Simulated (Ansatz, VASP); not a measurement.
**AlN: VASP beside Ansatz**

```
CELL_PARAMETERS angstrom
0.00000 1.96900 1.96900
1.96900 0.00000 1.96900
1.96900 1.96900 0.00000
ATOMIC_POSITIONS crystal
Al 0.00000 0.00000 0.00000
N 0.50000 0.50000 0.50000
```

Alike in both runs: task single point; functional revPBE; k mesh 8 × 8 × 8; no spin polarisation.

```csv
,VASP,Ansatz
version,VASP 6.6.1,Ansatz 0.2.0
potentials or method,"VASP PAW PBE potentials, release 64 (Al, N), cutoff 600 eV","plane waves, PAW"
occupations,"gaussian, width 0.01 eV",fixed
valence electrons in the cell,8,8
```

```tsv
	VASP	Ansatz	Ansatz less VASP
gap on the k mesh at the Fermi level (eV)	5.15	5.16	+0.005
```

VASP's potentials were made for PBE, not for revPBE.
